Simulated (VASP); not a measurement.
InSe, 4 atoms in the cell. It takes space group C2/m (No. 12, monoclinic). The conventional cell has a = 9.987 Å, b = 4.111 Å, c = 4.485 Å, α = 90.00°, β = 107.77°, γ = 90.00°. In (site symmetry m) has 1 In at 2.37 Å and 3 Se at 2.44 to 2.64 Å within 3.1 Å. Within 3.3 Å of Se (site symmetry m) lie 3 In at 2.44 to 2.64 Å and 3 Se at 2.96 to 3.29 Å.  This cell differs from its parent crystal: strain -0.1500 x Voigt [1, 0, 0, 0, 0, 0].

* Program: VASP 6.6.1
* Task: single point
* Functional: PBEsol
* Potentials or basis: VASP PAW PBE potentials, release 64 (In_d, Se)
* Cutoff: 520 eV
* k mesh: 8 × 8 × 6
* Occupations: gaussian, width 0.05 eV
* Spin: no spin polarisation
* Dipole correction: no
* Further INCAR settings: ALGO = Normal; EDIFF = 1e-06; NBANDS = 27

Potentials or basis: VASP PAW PBE potentials, release 64 (In_d, Se).

The run is started by

```console
$ cat potpaw_PBE.64/In_d/POTCAR potpaw_PBE.64/Se/POTCAR > POTCAR
$ mpirun -np 1 vasp_std > vasp.out
```

Hardware: 1 thread of Intel(R) Xeon(R) 6975P-C (Granite Rapids) (shared host).

Estimate the wall time of this run.

Run time: 2 min on 1 thread of Intel(R) Xeon(R) 6975P-C (Granite Rapids) (shared host), peak memory 0.39 GiB. Counts: scf iterations 13, k points 114.
